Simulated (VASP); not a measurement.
Ag:

```
Ag
1.0
     0.00000    2.04500    2.04500
     2.04500    0.00000    2.04500
     2.04500    2.04500    0.00000
Ag
1
Direct
  0.00000 0.00000 0.00000
```

| Item | Value |
| --- | --- |
| Program | VASP 6.6.1 |
| Task | relaxation of cell and atoms |
| Functional | PBE |
| Potentials or basis | VASP PAW PBE potentials, release 64 (Ag) |
| Cutoff | 600 eV |
| k mesh | 24 × 24 × 24 |
| Occupations | gaussian, width 0.1 eV |
| Spin | no spin polarisation |

At the start: pressure 4.1 GPa; volume 17.10 Å³/atom.

Q: Where does the relaxation end?

A: Over 16 steps the energy falls by 8.6 meV/atom and the volume is 17.80 Å³/atom (+4.1 %); space group Fm-3m (No. 225, to 0.05 Å).

The path:
```tsv
step	energy change (eV)	largest force (eV/Å)	pressure (GPa)	volume (Å³)
1	0.0000	0.0000	4.12	17.10
2	-0.0060	0.0000	-1.97	18.22
3	-0.0086	0.0000	-0.15	17.80
4	-0.0086	0.0000	0.11	17.78
5	-0.0086	0.0000	0.15	17.78
6	-0.0086	0.0000	0.12	17.78
7	-0.0086	0.0000	0.12	17.78
8	-0.0086	0.0000	0.12	17.78
9	-0.0086	0.0000	0.12	17.78
10	-0.0086	0.0000	0.13	17.78
11	-0.0086	0.0000	0.13	17.78
12	-0.0086	0.0000	0.10	17.78
13	-0.0086	0.0000	0.08	17.79
14	-0.0086	0.0000	0.03	17.80
15	-0.0086	0.0000	-0.03	17.81
16	-0.0086	0.0000	0.02	17.80
```

Final structure:
```yaml
crystal:
  lattice:
    - [0.00000, 2.07249, 2.07249]
    - [2.07249, 0.00000, 2.07249]
    - [2.07249, 2.07249, 0.00000]
  atoms:
    - { symbol: Ag, position: [0.00000, 0.00000, 0.00000] }
```
